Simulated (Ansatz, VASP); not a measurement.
# CuI: VASP beside Ansatz

INCAR

```
  PREC = Accurate
  ENCUT = 520
  EDIFF = 1E-7
  ISMEAR = 0
  SIGMA = 0.018000000000000002
  LREAL = F
  LASPH = T
  NELM = 80
  ALGO = Normal
  ISIF = 2
  LWAVE = F
  LCHARG = F
  GGA = PE
  NBANDS = 16
```

KPOINTS

```
Automatic mesh
0
Gamma
  8 8 8
```

The input POSCAR:

```
CuI
1.0
    0.0000000000      3.0315000000      3.0315000000
    3.0315000000      0.0000000000      3.0315000000
    3.0315000000      3.0315000000      0.0000000000
I Cu
1 1
Direct
    0.0000000000      0.0000000000      0.0000000000
    0.7500000000      0.7500000000      0.7500000000
```

input.yaml

```yaml
crystal:
  lattice:
    - [0.0, 3.0315, 3.0315]
    - [3.0315, 0.0, 3.0315]
    - [3.0315, 3.0315, 0.0]
  atoms:
    - { symbol: I, position: [0.0, 0.0, 0.0] }
    - { symbol: Cu, position: [0.75, 0.75, 0.75] }
kpoints:
  mp_grid: { grid: [8, 8, 8] }
scf:
  occupations: { method: gaussian, width: 0.018 }
hamiltonian:
  xc: pbe
  pseudopotentials: { kind: all_electron, lapw: { basis_error: 0.001 } }
output:
  forces: true
  stress: true
  eigenvalues: true
```

Alike in both runs: task single point; functional PBE; k mesh 8 × 8 × 8; occupations gaussian, width 0.018 eV; no spin polarisation.

|  | VASP | Ansatz |
| --- | --- | --- |
| version | VASP 6.6.1 | Ansatz 0.2.0 |
| potentials or method | VASP PAW PBE potentials, release 64 (I, Cu), cutoff 520 eV | all-electron LAPW, scalar-relativistic |

VASP gave:

| Item | Value |
| --- | --- |
| gap on the k mesh at the Fermi level (eV) | 1.14 |
| least direct gap on the mesh (eV) | 1.14 |
| pressure (GPa) | 0.3 |

Task: Which values does Ansatz return?

Result: gap on the k mesh at the Fermi level (eV): 1.12; least direct gap on the mesh (eV): 1.12; pressure (GPa): 0.3.

Ansatz ran all-electron here, and VASP with PAW potentials.

Neither program's run includes spin-orbit coupling.
